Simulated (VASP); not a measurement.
Crystal: Cl.

```
CELL_PARAMETERS angstrom
3.85357 0.00000 0.00000
-1.92679 3.33729 0.00000
0.00000 0.00000 2.27096
ATOMIC_POSITIONS crystal
Cl 0.00000 0.00000 0.00000
```

| Item | Value |
| --- | --- |
| Program | VASP 6.6.1 |
| Task | relaxation of shape and atoms at fixed volume |
| Functional | PBE |
| Potentials or basis | VASP PAW PBE potentials, release 64 (Cl) |
| Cutoff | 600 eV |
| k mesh | 14 × 14 × 13 |
| Occupations | fermi-dirac, width 0.1 eV |
| Spin | no spin polarisation |

At the start: pressure 1.4 GPa; volume 29.21 Å³/atom.

Question: How do energy, volume and symmetry change on relaxing?

Answer: Over 3 steps the energy falls by 5.5 meV/atom; space group P6/mmm (No. 191, to 0.1 Å) before and after.

Step by step:
| step | energy change (eV) | largest force (eV/Å) | pressure (GPa) | volume (Å³) |
| --- | --- | --- | --- | --- |
| 1 | 0.0000 | 0.0000 | 1.44 | 29.21 |
| 2 | -0.0042 | 0.0000 | -0.39 | 29.21 |
| 3 | -0.0055 | 0.0000 | 0.19 | 29.21 |

Final structure:
```yaml
crystal:
  lattice:
    - [3.82396, 0.00000, 0.00000]
    - [-1.91198, 3.31165, 0.00000]
    - [0.00000, 0.00000, 2.30627]
  atoms:
    - { symbol: Cl, position: [0.00000, 0.00000, 0.00000] }
```

Caveat: an odd number of electrons without spin polarisation forces a metal; a magnetic or distorted state may lie lower.
